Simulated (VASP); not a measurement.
# ZnSe (F-43m) in VASP: single point with LDA

Aim: the single point of ZnSe with LDA.

Program: VASP 6.6.1. These are calculated values, not measurements. Logs are shortened: lines on timing, memory, paths and dates and some standing lists are left out, and cuts for length are marked.

### Step 1. The cell of the first run

The structure is cubic, space group F-43m (No. 216). Conventional cell: a = 5.568 Å, b = 5.568 Å, c = 5.568 Å, α = 90.00°, β = 90.00°, γ = 90.00°. Within 3.2 Å of Zn (site symmetry -43m) lie 4 Se at 2.41 Å. Se (site symmetry -43m) has 4 Zn at 2.41 Å within 3.2 Å.

### Step 2. Single point, LDA

INCAR

```
SYSTEM = ZnSe
PREC     = Accurate       ! precision mode
ENCUT    = 500            ! plane-wave cutoff, eV
EDIFF    = 1E-6           ! SCF threshold, eV
ISMEAR   = 0              ! smearing method
SIGMA    = 0.02           ! smearing width, eV
LREAL    = .False.        ! projectors in reciprocal space
LASPH    = .True.         ! aspherical terms in the spheres
NELM     = 120            ! most SCF steps
ALGO     = Normal         ! electronic algorithm
ISIF     = 2              ! what is computed and relaxed
LWAVE    = .False.        ! write WAVECAR
LCHARG   = .False.        ! write CHGCAR
NBANDS   = 16             ! bands
GGA_COMPAT= .False.
```

KPOINTS

```
Automatic mesh
0
Gamma
  8 8 8
  0 0 0
```

POSCAR

```
ZnSe
1.0
    0.0000000000      2.7837636447      2.7837636447
    2.7837636447      0.0000000000      2.7837636447
    2.7837636447      2.7837636447      0.0000000000
Zn Se
1 1
Direct
    0.0000000000      0.0000000000      0.0000000000
    0.2500000000      0.2500000000      0.2500000000
```

Potentials or basis: VASP PAW LDA potentials, release 64 (Zn, Se).

Started as:

```bash
> cat potpaw_LDA.64/Zn/POTCAR potpaw_LDA.64/Se/POTCAR > POTCAR
> mpirun -np 1 vasp_std > vasp.out
```

OUTCAR:

```text
SYSTEM = ZnSe
   PREC = Accurate
   ENCUT = 500
   EDIFF = 1E-6
   ISMEAR = 0
   LREAL = .False.
   LASPH = .True.
   NELM = 120
   ISIF = 2

 ion  position               nearest neighbor table
   1  0.000  0.000  0.000-   2 2.41   2 2.41   2 2.41   2 2.41
   2  0.250  0.250  0.250-   1 2.41   1 2.41   1 2.41   1 2.41

  LATTYP: Found a face centered cubic cell.
 ALAT       =     5.5675272894

  Lattice vectors:

 A1 = (   0.0000000000,   2.7837636447,   2.7837636447)
 A2 = (   2.7837636447,   0.0000000000,   2.7837636447)
 A3 = (   2.7837636447,   2.7837636447,   0.0000000000)

Analysis of symmetry for initial positions (statically):
=====================================================================
 Subroutine PRICEL returns:
 Original cell was already a primitive cell.

 Routine SETGRP: Setting up the symmetry group for a
 face centered cubic supercell.

 Subroutine GETGRP returns: Found 24 space group operations
 (whereof 24 operations were pure point group operations)
 out of a pool of 48 trial point group operations.

The static configuration has the point symmetry T_d .

Analysis of symmetry for dynamics (positions and initial velocities):
=====================================================================
 Subroutine PRICEL returns:
 Original cell was already a primitive cell.

 Routine SETGRP: Setting up the symmetry group for a
 face centered cubic supercell.

 Subroutine GETGRP returns: Found 24 space group operations
 (whereof 24 operations were pure point group operations)
 out of a pool of 48 trial point group operations.

The dynamic configuration has the point symmetry T_d .

 Subroutine INISYM returns: Found 24 space group operations
 (whereof 24 operations are pure point group operations),
 and found     1 'primitive' translations

----------------------------------------------------------------------------------------

                                     Primitive cell

  volume of cell :      43.1447

  direct lattice vectors                    reciprocal lattice vectors
     0.000000000  2.783763645  2.783763645    -0.179612950  0.179612950  0.179612950
     2.783763645  0.000000000  2.783763645     0.179612950 -0.179612950  0.179612950
     2.783763645  2.783763645  0.000000000     0.179612950  0.179612950 -0.179612950

  length of vectors
     3.936836301  3.936836301  3.936836301     0.311098755  0.311098755  0.311098755

  position of ions in fractional coordinates (direct lattice)
     0.000000000  0.000000000  0.000000000
     0.250000000  0.250000000  0.250000000

  ion indices of the primitive-cell ions
   primitive index   ion index
                 1           1
                 2           2

----------------------------------------------------------------------------------------

 KPOINTS: Automatic mesh

Automatic generation of k-mesh.
 Grid dimensions read from file:
 generate k-points for:    8    8    8

 Generating k-lattice:

  Cartesian coordinates                     Fractional coordinates (reciprocal lattice)
    -0.022451619  0.022451619  0.022451619     0.125000000  0.000000000  0.000000000
     0.022451619 -0.022451619  0.022451619     0.000000000  0.125000000  0.000000000
     0.022451619  0.022451619 -0.022451619     0.000000000  0.000000000  0.125000000

  Length of vectors
     0.038887344  0.038887344  0.038887344

  Shift w.r.t. Gamma in fractional coordinates (k-lattice)
     0.000000000  0.000000000  0.000000000

 Subroutine IBZKPT returns following result:
 ===========================================

 Found     29 irreducible k-points:

 Following reciprocal coordinates:
            Coordinates               Weight
  0.000000  0.000000  0.000000      1.000000
  0.125000  0.000000  0.000000      8.000000
  0.250000  0.000000  0.000000      8.000000
  0.375000  0.000000  0.000000      8.000000
  0.500000  0.000000  0.000000      4.000000
  0.125000  0.125000  0.000000      6.000000
[... 16 lines left out ...]
  0.500000  0.250000  0.125000     48.000000
 -0.375000  0.250000  0.125000     24.000000
 [... further k-points ...]
   k-points           NKPTS =     29   k-points in BZ     NKDIM =     29   number of bands    NBANDS=     16
   number of dos      NEDOS =    301   number of ions     NIONS =      2
   total plane-waves  NPLWV =  27000
   dimension x,y,z NGX =    30 NGY =   30 NGZ =   30
   dimension x,y,z NGXF=    60 NGYF=   60 NGZF=   60
   ions per type =               1   1
   NGX,Y,Z   is equivalent  to a cutoff of  12.67, 12.67, 12.67 a.u.
   NGXF,Y,Z  is equivalent  to a cutoff of  25.34, 25.34, 25.34 a.u.
 SYSTEM =  ZnSe
   PREC   = accura    normal or accurate (medium, high low for compatibility)
   ISTART =      0    job   : 0-new  1-cont  2-samecut
   ICHARG =      2    charge: 1-file 2-atom 10-const
   ISPIN  =      1    spin polarized calculation?
   LNONCOLLINEAR =      F non collinear calculations
   LSORBIT =      F    spin-orbit coupling
   LASPH  =      T    aspherical Exc in radial PAW
   ENCUT  =  500.0 eV  36.75 Ry    6.06 a.u.   7.18  7.18  7.18*2*pi/ulx,y,z
   NELM   =    120;   NELMIN=  2; NELMDL= -5     # of ELM steps
   EDIFF  = 0.1E-05   stopping-criterion for ELM
   LREAL  =      F    real-space projection
[... 7 lines left out ...]
   TEBEG  =    0.0;   TEEND  =   0.0 temperature during run
   PSTRESS=    0.0 pullay stress
   NELECT =      18.0000    total number of electrons
   NUPDOWN=      -1.0000    fix difference up-down
   EMIN   =  10.00;   EMAX   =-10.00  energy-range for DOS
   EFERMI =   0.00;   METHOD = LEGACY
   ISMEAR =     0;   SIGMA  =   0.02  broadening in eV -4-tet -1-fermi 0-gaus
   EFERMI_NEDOS =   21; number of points for ismear=-14 and -15
   IALGO  =     38    algorithm
   IMIX   =      4    mixing-type and parameters
     AMIX     =   0.40;   BMIX     =  1.00
     AMIX_MAG =   1.60;   BMIX_MAG =  1.00
  volume/ion in A,a.u.               =      21.57       145.58
  Fermi-wavevector in a.u.,A,eV,Ry     =   1.223273  2.311650 20.359707  1.496396
  Thomas-Fermi vector in A             =   2.358390
   LORBIT       =      0    0 simple, 1 ext, 2 COOP (PROOUT), +10 PAW based schemes
   GGA     = CA    functional components
   LHFCALC =     F    Hartree Fock is set to
   AEXX    =    0.0000 exact exchange contribution
   IVDW    =     0    specifies the selected vdW correction
   LEPSILON=     F    determine dielectric tensor
   LRPA    =     F    only Hartree local field effects (RPA)
 non-spin polarized calculation
 Gauss-broadening in eV      SIGMA  =   0.02
  energy-cutoff  :      500.00
  volume of cell :       43.14
 maximum number of plane-waves:      1108
 NGX is ok and might be reduce to    30
   NGX = 15   NGY = 15   NGZ = 15

 number of electron      17.9999987 magnetization

 Free energy of the ion-electron system (eV)
  ---------------------------------------------------
  ext. energy  EPLUGINS =         0.00000000
  ---------------------------------------------------
  free energy    TOTEN  =        -7.37166795 eV

  energy without entropy =       -7.37166795  energy(sigma->0) =       -7.37166795

 E-fermi :   2.1082     XC(G=0):  -9.9380

 val. band max:        1.9920091517   @ k =   0.0000   0.0000   0.0000
 cond. band min:       3.2817568597   @ k =   0.0000   0.0000   0.0000
 fundamental gap:      1.2897477080
 Fermi energy:         2.1082302371

 k-point     1 :       0.0000    0.0000    0.0000
  band No.  band energies     occupation
      1     -11.6548      2.00000
      2      -4.8938      2.00000
      3      -4.8938      2.00000
      4      -4.8938      2.00000
      5      -4.4852      2.00000
      6      -4.4852      2.00000
[... 8 lines left out ...]
     15      13.5828      0.00000
     16      13.5828      0.00000

 k-point     2 :       0.1250    0.0000    0.0000
  band No.  band energies     occupation
      1     -11.5428      2.00000
      2      -4.8900      2.00000
      3      -4.8762      2.00000
      4      -4.8762      2.00000
      5      -4.4869      2.00000
      6      -4.4869      2.00000
[... 8 lines left out ...]
     15      12.6936      0.00000
     16      12.7384      0.00000

 k-point     3 :       0.2500    0.0000    0.0000
  band No.  band energies     occupation
      1     -11.2502      2.00000
      2      -4.8395      2.00000
      3      -4.8378      2.00000
      4      -4.8378      2.00000
      5      -4.4855      2.00000
      6      -4.4855      2.00000
[... 8 lines left out ...]
     15      12.4423      0.00000
     16      12.5632      0.00000

 k-point     4 :       0.3750    0.0000    0.0000
  band No.  band energies     occupation
      1     -10.9178      2.00000
      2      -4.8074      2.00000
      3      -4.8074      2.00000
      4      -4.6348      2.00000
      5      -4.4734      2.00000
      6      -4.4734      2.00000
[... 8 lines left out ...]
     15      13.6260      0.00000
     16      13.6260      0.00000

 k-point     5 :       0.5000    0.0000    0.0000
  band No.  band energies     occupation
      1     -10.7651      2.00000
      2      -4.7979      2.00000
      3      -4.7979      2.00000
      4      -4.4645      2.00000
      5      -4.4645      2.00000
      6      -4.3056      2.00000
[... 8 lines left out ...]
     15      15.2676      0.00000
     16      15.2676      0.00000

 k-point     6 :       0.1250    0.1250    0.0000
  band No.  band energies     occupation
      1     -11.5054      2.00000
      2      -4.9072      2.00000
      3      -4.8609      2.00000
      4      -4.8609      2.00000
      5      -4.4986      2.00000
      6      -4.4772      2.00000
[... 8 lines left out ...]
     15      13.2395      0.00000
     16      13.8096      0.00000

 k-point     7 :       0.2500    0.1250    0.0000
  band No.  band energies     occupation
      1     -11.2720      2.00000
      2      -4.8940      2.00000
      3      -4.8202      2.00000
      4      -4.8179      2.00000
      5      -4.5051      2.00000
      6      -4.4701      2.00000
[... 8 lines left out ...]
     15      13.6164      0.00000
     16      14.0823      0.00000

 k-point     8 :       0.3750    0.1250    0.0000
  band No.  band energies     occupation
      1     -10.9477      2.00000
      2      -4.8275      2.00000
      3      -4.7842      2.00000
      4      -4.7163      2.00000
      5      -4.4833      2.00000
      6      -4.4619      2.00000
[... 8 lines left out ...]
     15      13.7266      0.00000
     16      14.4123      0.00000

 k-point     9 :       0.5000    0.1250    0.0000
  band No.  band energies     occupation
      1     -10.7261      2.00000
      2      -4.7985      2.00000
      3      -4.7718      2.00000
      4      -4.5196      2.00000
      5      -4.4623      2.00000
      6      -4.3308      2.00000
[... 8 lines left out ...]
     15      14.5257      0.00000
     16      15.2846      0.00000
[... 172 lines left out ...]
 k-point    19 :       0.5000    0.3750    0.0000
  band No.  band energies     occupation
      1     -10.5123      2.00000
      2      -4.8609      2.00000
      3      -4.6391      2.00000
      4      -4.6227      2.00000
      5      -4.4403      2.00000
      6      -4.3042      2.00000
[... 8 lines left out ...]
     15      15.8153      0.00000
     16      16.5638      0.00000

 k-point    20 :      -0.3750    0.3750    0.0000
  band No.  band energies     occupation
      1     -10.4849      2.00000
      2      -4.8117      2.00000
      3      -4.6614      2.00000
      4      -4.5711      2.00000
      5      -4.4615      2.00000
      6      -4.1803      2.00000
[... 8 lines left out ...]
     15      14.0893      0.00000
     16      17.6295      0.00000

 k-point    21 :       0.5000    0.5000    0.0000
  band No.  band energies     occupation
      1     -10.4619      2.00000
      2      -4.8892      2.00000
      3      -4.6123      2.00000
      4      -4.6123      2.00000
      5      -4.4305      2.00000
      6      -4.2840      2.00000
[... 8 lines left out ...]
     15      16.1465      0.00000
     16      16.6184      0.00000

 k-point    22 :       0.3750    0.2500    0.1250
  band No.  band energies     occupation
      1     -11.0202      2.00000
      2      -4.8606      2.00000
      3      -4.7826      2.00000
      4      -4.7561      2.00000
      5      -4.5029      2.00000
      6      -4.4572      2.00000
[... 8 lines left out ...]
     15      14.3642      0.00000
     16      15.5429      0.00000

 k-point    23 :       0.5000    0.2500    0.1250
  band No.  band energies     occupation
      1     -10.7416      2.00000
      2      -4.7948      2.00000
      3      -4.7565      2.00000
      4      -4.6228      2.00000
      5      -4.4726      2.00000
      6      -4.4160      2.00000
[... 8 lines left out ...]
     15      14.6823      0.00000
     16      15.7687      0.00000

 k-point    24 :      -0.3750    0.2500    0.1250
  band No.  band energies     occupation
      1     -10.6167      2.00000
      2      -4.7848      2.00000
      3      -4.7396      2.00000
      4      -4.5261      2.00000
      5      -4.4781      2.00000
      6      -4.2461      2.00000
[... 8 lines left out ...]
     15      14.7904      0.00000
     16      15.6713      0.00000

 [... further k-points ...]

------------------------ aborting loop because EDIFF is reached ----------------------------------------

  FORCE on cell =-STRESS in cart. coord.  units (eV):
  Direction    XX          YY          ZZ          XY          YZ          ZX
  --------------------------------------------------------------------------------------
  -------------------------------------------------------------------------------------
  Total        0.0979343      0.0979343      0.0979343      0.0000000     -0.0000000      0.0000000
  in kB        3.6367894      3.6367894      3.6367894      0.0000000     -0.0000000      0.0000000
  external PRESSURE =       3.6367894 kB  Pullay stress =       0.0000000 kB

 VOLUME and BASIS-vectors are now :
 -----------------------------------------------------------------------------
  energy-cutoff  :      500.00
  volume of cell :       43.14
      direct lattice vectors                 reciprocal lattice vectors
     0.000000000  2.783763645  2.783763645    -0.179612950  0.179612950  0.179612950
     2.783763645  0.000000000  2.783763645     0.179612950 -0.179612950  0.179612950
     2.783763645  2.783763645  0.000000000     0.179612950  0.179612950 -0.179612950

 POSITION                                       TOTAL-FORCE (eV/Angst)
 -----------------------------------------------------------------------------------
      0.00000      0.00000      0.00000        -0.000000      0.000000     -0.000000
      1.39188      1.39188      1.39188         0.000000     -0.000000      0.000000
 -----------------------------------------------------------------------------------
    total drift:                               -0.000000     -0.000000      0.000000

  FREE ENERGIE OF THE ION-ELECTRON SYSTEM (eV)
  ---------------------------------------------------
  free  energy   TOTEN  =        -7.3716679481 eV

  energy  without entropy=       -7.3716679481  energy(sigma->0) =       -7.37166795
```

Run time: 20 s. Hardware: 1 thread of Intel Xeon 6975P-C (Granite Rapids), shared host; peak memory 0.15 GiB.

What came out:

```
Free energy            : -7.3717 eV
Pressure               : 0.4 GPa
Band gap on the k mesh : 1.29 eV
```
